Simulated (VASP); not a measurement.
# Al2Pt (R3m) in VASP: a series of runs

The runs below take Al2Pt through electric field gradients, with PBE.

Everything below comes from runs of VASP 6.6.1. Logs are shortened: lines on timing, memory, paths and dates and some standing lists are left out, and cuts for length are marked.

## 1. The cell of the first run

The structure is trigonal, space group R3m (No. 160). The conventional cell has a = 4.179 Å, b = 4.179 Å, c = 10.236 Å, α = 90.00°, β = 90.00°, γ = 120.00°. Al (site symmetry 3m) has 1 Pt at 1.79 Å within 2.4 Å. Within 3.2 Å of Al (site symmetry 3m) lie 4 Pt at 2.46 to 2.94 Å and 6 Al at 2.75 to 3.19 Å. Pt (site symmetry 3m) has 1 Al at 1.79 Å within 2.4 Å.

## 2. Electric field gradients, PBE (shortest bond scaled by 0.7)

Contents of INCAR:

```
  PREC = Accurate
  ENCUT = 430
  EDIFF = 1E-8
  ISMEAR = -1
  SIGMA = 0.05
  LREAL = F
  LASPH = T
  NELM = 120
  ALGO = Normal
  ISIF = 2
  LWAVE = F
  LCHARG = F
  GGA = PE
  LEFG = T
  NBANDS = 19
  GGA_COMPAT = F
```

Contents of KPOINTS:

```
regular mesh
0
Gamma
  9 9 9
```

Contents of POSCAR:

```
Al2Pt
1.0
    0.0000000000      2.9550000000      2.9550000000
    2.9550000000      0.0000000000      2.9550000000
    2.9550000000      2.9550000000      0.0000000000
Al Pt
2 1
Direct
    0.2125000000      0.2125000000      0.2125000000
    0.7500000000      0.7500000000      0.7500000000
    0.0375000000      0.0375000000      0.0375000000
```

Potentials or basis: VASP PAW PBE potentials, release 64 (Al, Pt_sv_GW).

Command:

```
$ cat potpaw_PBE.64/Al/POTCAR potpaw_PBE.64/Pt_sv_GW/POTCAR > POTCAR
$ mpirun -np 1 vasp_std > vasp.out
```

OUTCAR:

```text
PREC = Accurate
   ENCUT = 430
   EDIFF = 1E-8
   ISMEAR = -1
   LREAL = F
   LASPH = T
   NELM = 120
   ISIF = 2
   GGA = PE

 ion  position               nearest neighbor table
   1  0.212  0.212  0.212-   3 1.79   2 2.75   2 2.75   2 2.75   3 2.91   3 2.91   3 2.91   2 3.19
                             2 3.19   2 3.19
   2  0.750  0.750  0.750-   3 2.46   3 2.46   3 2.46   1 2.75   1 2.75   1 2.75   3 2.94   1 3.19
                             1 3.19   1 3.19
   3  0.038  0.038  0.038-   1 1.79   2 2.46   2 2.46   2 2.46   1 2.91   1 2.91   1 2.91   2 2.94

  LATTYP: Found a face centered cubic cell.
 ALAT       =     5.9100000000

  Lattice vectors:

 A1 = (   0.0000000000,   2.9550000000,   2.9550000000)
 A2 = (   2.9550000000,   0.0000000000,   2.9550000000)
 A3 = (   2.9550000000,   2.9550000000,   0.0000000000)

Analysis of symmetry for initial positions (statically):
=====================================================================
 Subroutine PRICEL returns:
 Original cell was already a primitive cell.

 Routine SETGRP: Setting up the symmetry group for a
 face centered cubic supercell.

 Subroutine GETGRP returns: Found  6 space group operations
 (whereof  6 operations were pure point group operations)
 out of a pool of 48 trial point group operations.

The static configuration has the point symmetry C_3v.

Analysis of symmetry for dynamics (positions and initial velocities):
=====================================================================
 Subroutine PRICEL returns:
 Original cell was already a primitive cell.

 Routine SETGRP: Setting up the symmetry group for a
 face centered cubic supercell.

 Subroutine GETGRP returns: Found  6 space group operations
 (whereof  6 operations were pure point group operations)
 out of a pool of 48 trial point group operations.

The dynamic configuration has the point symmetry C_3v.

 Subroutine INISYM returns: Found  6 space group operations
 (whereof  6 operations are pure point group operations),
 and found     1 'primitive' translations

----------------------------------------------------------------------------------------

                                     Primitive cell

  volume of cell :      51.6063

  direct lattice vectors                    reciprocal lattice vectors
     0.000000000  2.955000000  2.955000000    -0.169204738  0.169204738  0.169204738
     2.955000000  0.000000000  2.955000000     0.169204738 -0.169204738  0.169204738
     2.955000000  2.955000000  0.000000000     0.169204738  0.169204738 -0.169204738

  length of vectors
     4.179001077  4.179001077  4.179001077     0.293071203  0.293071203  0.293071203

  position of ions in fractional coordinates (direct lattice)
     0.212500000  0.212500000  0.212500000
     0.750000000  0.750000000  0.750000000
     0.037500000  0.037500000  0.037500000

  ion indices of the primitive-cell ions
   primitive index   ion index
                 1           1
                 2           2
                 3           3

----------------------------------------------------------------------------------------

 KPOINTS: regular mesh

Automatic generation of k-mesh.
 Grid dimensions read from file:
 generate k-points for:    9    9    9

 Generating k-lattice:

  Cartesian coordinates                     Fractional coordinates (reciprocal lattice)
    -0.018800526  0.018800526  0.018800526     0.111111111  0.000000000  0.000000000
     0.018800526 -0.018800526  0.018800526     0.000000000  0.111111111  0.000000000
     0.018800526  0.018800526 -0.018800526     0.000000000  0.000000000  0.111111111

  Length of vectors
     0.032563467  0.032563467  0.032563467

  Shift w.r.t. Gamma in fractional coordinates (k-lattice)
     0.000000000  0.000000000  0.000000000

 Subroutine IBZKPT returns following result:
 ===========================================

 Found     85 irreducible k-points:

 Following reciprocal coordinates:
            Coordinates               Weight
  0.000000  0.000000  0.000000      1.000000
  0.111111  0.000000  0.000000      6.000000
  0.111111  0.111111  0.111111      2.000000
  0.222222  0.000000  0.000000      6.000000
  0.222222  0.222222  0.222222      2.000000
  0.333333  0.000000  0.000000      6.000000
[... 16 lines left out ...]
 -0.333333  0.111111  0.000000     12.000000
  0.111111  0.111111  0.444444      6.000000
 [... further k-points ...]
   k-points           NKPTS =     85   k-points in BZ     NKDIM =     85   number of bands    NBANDS=     19
   number of dos      NEDOS =    301   number of ions     NIONS =      3
   total plane-waves  NPLWV =  21952
   dimension x,y,z NGX =    28 NGY =   28 NGZ =   28
   dimension x,y,z NGXF=    56 NGYF=   56 NGZF=   56
   ions per type =               2   1
   NGX,Y,Z   is equivalent  to a cutoff of  11.14, 11.14, 11.14 a.u.
   NGXF,Y,Z  is equivalent  to a cutoff of  22.28, 22.28, 22.28 a.u.
 SYSTEM =  unknown system
   PREC   = accura    normal or accurate (medium, high low for compatibility)
   ISTART =      0    job   : 0-new  1-cont  2-samecut
   ICHARG =      2    charge: 1-file 2-atom 10-const
   ISPIN  =      1    spin polarized calculation?
   LNONCOLLINEAR =      F non collinear calculations
   LSORBIT =      F    spin-orbit coupling
   LASPH  =      T    aspherical Exc in radial PAW
   ENCUT  =  430.0 eV  31.60 Ry    5.62 a.u.   7.07  7.07  7.07*2*pi/ulx,y,z
   NELM   =    120;   NELMIN=  2; NELMDL= -5     # of ELM steps
   EDIFF  = 0.1E-07   stopping-criterion for ELM
   LREAL  =      F    real-space projection
   EDIFFG = 0.1E-06   stopping-criterion for IOM
   NSW    =      0    number of steps for IOM
   IBRION =     -1    ionic relax: 0-MD 1-quasi-New 2-CG
   NFREE  =      0    steps in history (QN), initial steepest desc. (CG)
   ISIF   =      2    stress and relaxation
   ISYM   =      2    0-nonsym 1-usesym 2-fastsym
   POTIM  = 0.5000    time-step for ionic-motion
   TEBEG  =    0.0;   TEEND  =   0.0 temperature during run
   PSTRESS=    0.0 pullay stress
   NELECT =      24.0000    total number of electrons
   NUPDOWN=      -1.0000    fix difference up-down
   EMIN   =  10.00;   EMAX   =-10.00  energy-range for DOS
   EFERMI =   0.00;   METHOD = LEGACY
   ISMEAR =    -1;   SIGMA  =   0.05  broadening in eV -4-tet -1-fermi 0-gaus
   EFERMI_NEDOS =   21; number of points for ismear=-14 and -15
   IALGO  =     38    algorithm
   IMIX   =      4    mixing-type and parameters
     AMIX     =   0.40;   BMIX     =  1.00
     AMIX_MAG =   1.60;   BMIX_MAG =  1.00
  volume/ion in A,a.u.               =      17.20       116.09
  Fermi-wavevector in a.u.,A,eV,Ry     =   1.268366  2.396863 21.888387  1.608751
  Thomas-Fermi vector in A             =   2.401464
   LORBIT       =      0    0 simple, 1 ext, 2 COOP (PROOUT), +10 PAW based schemes
   GGA     = PE    functional components
   LHFCALC =     F    Hartree Fock is set to
   AEXX    =    0.0000 exact exchange contribution
   IVDW    =     0    specifies the selected vdW correction
   LEPSILON=     F    determine dielectric tensor
   LRPA    =     F    only Hartree local field effects (RPA)
 non-spin polarized calculation
  energy-cutoff  :      430.00
  volume of cell :       51.61
 maximum number of plane-waves:      1055
   NGX = 15   NGY = 15   NGZ = 15

 number of electron      24.0000001 magnetization

 Free energy of the ion-electron system (eV)
  ---------------------------------------------------
  ext. energy  EPLUGINS =         0.00000000
  ---------------------------------------------------
  free energy    TOTEN  =       -11.27780317 eV

  energy without entropy =      -11.26961650  energy(sigma->0) =      -11.27370983

 E-fermi :   7.9085     XC(G=0): -10.7911

 val. band max:        7.8953802602   @ k =   0.4444   0.3333   0.1111
 cond. band min:       7.9218510053   @ k =   0.3333   0.2222   0.0000
 fundamental gap:      0.0264707450
 Fermi energy:         7.9085136460

 k-point     1 :       0.0000    0.0000    0.0000
  band No.  band energies     occupation
      1     -91.4435      2.00000
      2     -46.1675      2.00000
      3     -45.6067      2.00000
      4     -45.6067      2.00000
      5      -2.4341      2.00000
      6       2.1311      2.00000
[... 11 lines left out ...]
     18      14.1262      0.00000
     19      14.1262      0.00000
[... 485 lines left out ...]
 k-point    24 :       0.1111    0.1111    0.4444
  band No.  band energies     occupation
      1     -91.4433      2.00000
      2     -46.1685      2.00000
      3     -45.6084      2.00000
      4     -45.6069      2.00000
      5      -0.6764      2.00000
      6       1.7367      2.00000
[... 11 lines left out ...]
     18      15.6500      0.00000
     19      16.2019      0.00000

 [... further k-points ...]
[... 5 lines left out ...]
  --------------------------------------------------------------------------------------
  -------------------------------------------------------------------------------------
  Total       12.7986545     12.7986545     12.7986545     11.1330818     11.1330818     11.1330818
  in kB      397.3492958    397.3492958    397.3492958    345.6396298    345.6396298    345.6396298
  external PRESSURE =     397.3492958 kB  Pullay stress =       0.0000000 kB

 VOLUME and BASIS-vectors are now :
 -----------------------------------------------------------------------------
  energy-cutoff  :      430.00
  volume of cell :       51.61
      direct lattice vectors                 reciprocal lattice vectors
     0.000000000  2.955000000  2.955000000    -0.169204738  0.169204738  0.169204738
     2.955000000  0.000000000  2.955000000     0.169204738 -0.169204738  0.169204738
     2.955000000  2.955000000  0.000000000     0.169204738  0.169204738 -0.169204738

 POSITION                                       TOTAL-FORCE (eV/Angst)
 -----------------------------------------------------------------------------------
      1.25587      1.25587      1.25587        12.334245     12.334245     12.334245
      4.43250      4.43250      4.43250         0.003508      0.003508      0.003508
      0.22163      0.22163      0.22163       -12.337752    -12.337752    -12.337752
 -----------------------------------------------------------------------------------
    total drift:                               -0.000078     -0.000078     -0.000077

  FREE ENERGIE OF THE ION-ELECTRON SYSTEM (eV)
  ---------------------------------------------------
  free  energy   TOTEN  =       -11.2778031656 eV

  energy  without entropy=      -11.2696164953  energy(sigma->0) =      -11.27370983

 Electric field gradients (V/A^2)
---------------------------------------------------------------------
 ion       V_xx      V_yy      V_zz      V_xy      V_xz      V_yz
---------------------------------------------------------------------
   1       0.000     0.000     0.000   -33.908   -33.908   -33.908
   2       0.000     0.000    -0.000    17.454    17.454    17.454
   3      -0.000    -0.000     0.000    92.837    92.837    92.837
---------------------------------------------------------------------

 Electric field gradients after diagonalization (V/A^2)
 (convention: |V_zz| > |V_xx| > |V_yy|)
----------------------------------------------------------------------
 ion       V_xx      V_yy      V_zz     asymmetry (V_yy - V_xx)/ V_zz
----------------------------------------------------------------------
   1      33.908    33.908   -67.815       0.000
   2     -17.454   -17.454    34.909       0.000
   3     -92.837   -92.837   185.674       0.000
----------------------------------------------------------------------

           NMR quadrupolar parameters

 Cq : quadrupolar parameter    Cq=e*Q*V_zz/h
 eta: asymmetry parameters     (V_yy - V_xx)/ V_zz
 Q  : nuclear electric quadrupole moment in mb (millibarn)
----------------------------------------------------------------------
 ion       Cq(MHz)       eta       Q (mb)
----------------------------------------------------------------------
   1      -0.164       0.000       1.000
   2       0.084       0.000       1.000
   3       0.449       0.000       1.000
----------------------------------------------------------------------
```

Run time: 58 s. Hardware: 1 thread of Intel Xeon Platinum 8488C (Sapphire Rapids), shared host; peak memory 0.2 GiB.

Results:

```yaml
Free_energy: -11.2778 eV
Pressure: 39.7 GPa
Largest_force: 21.370 eV/Å
Band_gap_on_the_k_mesh: zero (band 12 reaches 11.35 eV, above the bottom of band 13 at 6.59 eV)
```

Forces on the atoms (eV/Å):
```
Al   12.334  12.334  12.334
Al    0.004   0.004   0.004
Pt  -12.338 -12.338 -12.338
```

Stress tensor (GPa, compression positive):
```
39.73 34.56 34.56
34.56 39.73 34.56
34.56 34.56 39.73
```

Levels at points of the mesh, in eV from the Fermi level:
| k point | band 8 | band 9 | band 10 | band 11 | band 12 | band 13 | band 14 | band 15 | band 16 | band 17 |
| --- | --- | --- | --- | --- | --- | --- | --- | --- | --- | --- |
| (0.00, 0.00, 0.00) | -5.66 | -4.47 | -4.47 | 2.03 | 3.45 | 3.45 | 4.02 | 4.75 | 5.38 | 5.38 |

Electric field gradients, principal values (V/Å²):
| atom | least | middle | greatest (by size) |
| --- | --- | --- | --- |
| 1 Al | 33.908 | 33.908 | -67.815 |
| 2 Al | -17.454 | -17.454 | 34.909 |
| 3 Pt | -92.837 | -92.837 | 185.674 |

Caveat: the cell differs from its parent crystal (shortest bond scaled by 0.7); without QUAD_EFG the Cq values of the log hold for a quadrupole moment of 1 mb, not for the nuclei; spin-orbit coupling is left out, which moves the levels of the heavy elements; forces of over 1 eV/Å act on the atoms, so gaps and moduli don't describe the material at rest.

(Continued in part 2 of 2.)
